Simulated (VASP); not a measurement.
Wanted: the native input for a VASP 6.6.1 run.

- Task: single point
- Functional: PBE
- Potentials or basis: VASP PAW PBE potentials, release 64 (Ti_sv)
- Cutoff: 520 eV
- k mesh: 20 × 20 × 20
- Occupations: gaussian, width 0.15 eV
- Spin: no spin polarisation
- Dipole correction: no
- Further INCAR settings: ALGO = Normal; EDIFF = 1e-06; NBANDS = 12

The structure of Ti lies in POSCAR:

```
Ti
1.0
   -1.6492050000      1.6410000000      1.6410000000
    1.6492050000     -1.6410000000      1.6410000000
    1.6492050000      1.6410000000     -1.6410000000
Ti
1
Direct
    0.0000000000      0.0000000000      0.0000000000
```

This cell differs from its parent crystal: strain +0.0050 x Voigt [1, 0, 0, 0, 0, 0].

One way to write it, as run:

INCAR

```
PREC = Accurate
ENCUT = 520
EDIFF = 1E-6
ISMEAR = 0
SIGMA = 0.15
LREAL = False
LASPH = True
NELM = 80
ALGO = Normal
ISIF = 2
LWAVE = False
LCHARG = False
GGA = PE
NBANDS = 12
```

KPOINTS

```
Automatic mesh
0
Gamma
  20 20 20
```

Potentials or basis: VASP PAW PBE potentials, release 64 (Ti_sv).

The run is started by

```sh
$ cat potpaw_PBE.64/Ti_sv/POTCAR > POTCAR
$ mpirun -np 1 vasp_std > vasp.out
```

Results of the run:

```
Pressure               : -3.1 GPa
Band gap on the k mesh : zero (band 6 reaches 8.81 eV, above the bottom of band 7 at 7.22 eV)
```

Caveat: the cell differs from its parent crystal (strain +0.0050 x Voigt [1, 0, 0, 0, 0, 0]).

It took 2.4 min on 1 thread of Intel Xeon 8259CL, with other jobs on the host, peak memory 0.25 GiB.
